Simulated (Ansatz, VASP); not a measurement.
# Rh in VASP and in Ansatz

POSCAR

```
Rh
1.0
    0.0000000000      1.8978500000      1.8978500000
    1.8978500000      0.0000000000      1.8978500000
    1.8978500000      1.8978500000      0.0000000000
Rh
1
Direct
    0.0000000000      0.0000000000      0.0000000000
```

The input INCAR.step1:

```
SYSTEM = Rh
PREC = Accurate
ENCUT = 600
ISMEAR = -1
SIGMA = 0.05
LREAL = .FALSE.
LASPH = .TRUE.
NELM = 80
GGA = PE
ALGO = Normal
EDIFF = 1E-4
LWAVE = .TRUE.
LCHARG = .FALSE.
```

INCAR.step2

```
SYSTEM = Rh
PREC = Accurate
ENCUT = 600
EDIFF = 1E-6
ISMEAR = -1
SIGMA = 0.05
LREAL = .FALSE.
LASPH = .TRUE.
NELM = 80
ALGO = Normal
ISIF = 3
LWAVE = .FALSE.
LCHARG = .FALSE.
METAGGA = R2SCAN
LMIXTAU = .TRUE.
IVDW = 13
VDW_S6 = 1.0
VDW_S8 = 0.6018749
VDW_A1 = 0.51559235
VDW_A2 = 5.77342911
IBRION = 2
NSW = 60
EDIFFG = -0.01
ISTART = 1
```

The input KPOINTS:

```
Automatic mesh
0
G
  12 12 12
  0 0 0
```

The input input.yaml:

```yaml
crystal:
  lattice:
    - [0.0, 1.89785, 1.89785]
    - [1.89785, 0.0, 1.89785]
    - [1.89785, 1.89785, 0.0]
  atoms:
    - { symbol: Rh, position: [0.0, 0.0, 0.0] }
hamiltonian:
  xc: r2scan
  pseudopotentials: { kind: paw }
  dispersion: d4
kpoints:
  mp_grid: { grid: [12, 12, 12] }
scf:
  occupations: { method: fermi_dirac, width: 0.05 }
output:
  forces: true
  stress: true
  eigenvalues: true
  write_density: true
  write_potential: true
  elf: true
  volumetric_format: npy
relax:
  f_tol: 0.01
  max_steps: 40
  cell: { stress_tol: 0.05 }
```

Alike in both runs: task relaxation of cell and atoms; functional r2SCAN; dispersion D4; k mesh 12 × 12 × 12; occupations fermi-dirac, width 0.05 eV; no spin polarisation.

```csv
,VASP,Ansatz
version,VASP 6.6.1,Ansatz 0.2.0
potentials or method,"VASP PAW PBE potentials, release 64 (Rh_pv)",Ansatz PAW
plane-wave cutoff (eV),600,500
valence electrons in the cell,15,17
```

Ansatz gave:

- gap on the k mesh at the Fermi level, each at its own relaxed structure (eV): none
- relaxed volume (Å³/atom): 13.59
- relaxed cell length with the largest relative difference (Å): 2.678

What did VASP give for the same quantities?

gap on the k mesh at the Fermi level, each at its own relaxed structure (eV): none; relaxed volume (Å³/atom): 13.64; relaxed cell length with the largest relative difference (Å): 2.682.

VASP's potentials were made for PBE, not for r2SCAN. A gap of «none» marks a metal or a gap that the smearing closes. VASP's potentials hold 15 valence electrons a cell and Ansatz's 17, so a difference there can come from the potentials and not from the codes.

Noted on Ansatz's run: the plane-wave basis is chosen anew once the cell has moved, so the energies of steps on either side of that aren't comparable.
